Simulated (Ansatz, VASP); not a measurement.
Li: VASP beside Ansatz

```
Li
1.0
     4.94887    0.00000    0.00000
    -2.47443    4.28584    0.00000
     0.00000    0.00000    2.88884
Li
3
Cartesian
  0.0950 0.1298 2.7462
  2.4935 1.2654 1.4825
  0.0366 2.8515 1.5739
```

Alike in both runs: task single point; functional LDA; k mesh 5 × 5 × 7; occupations fermi-dirac, width 0.1 eV; no spin polarisation.

|  | VASP | Ansatz |
| --- | --- | --- |
| version | VASP 6.6.1 | Ansatz 0.2.0 |
| potentials or method | VASP PAW LDA potentials, release 64 (Li_sv), cutoff 520 eV | plane waves, PAW |
| valence electrons in the cell | 9 | 9 |

Ansatz gave:

| Property | Result |
| --- | --- |
| rms of the force components (eV/Å) | 0.138 |

Estimate VASP's values.

rms of the force components (eV/Å): 0.139.

LDA's correlation is that of Perdew and Zunger in VASP and of Perdew and Wang (1992) in Ansatz. Atom by atom the forces differ by 0.001 eV/Å (rms over components). Ansatz's warnings: stress scf threshold loose.

Noted on VASP's run: the cutoff is short for stress, so the pressure is rough.
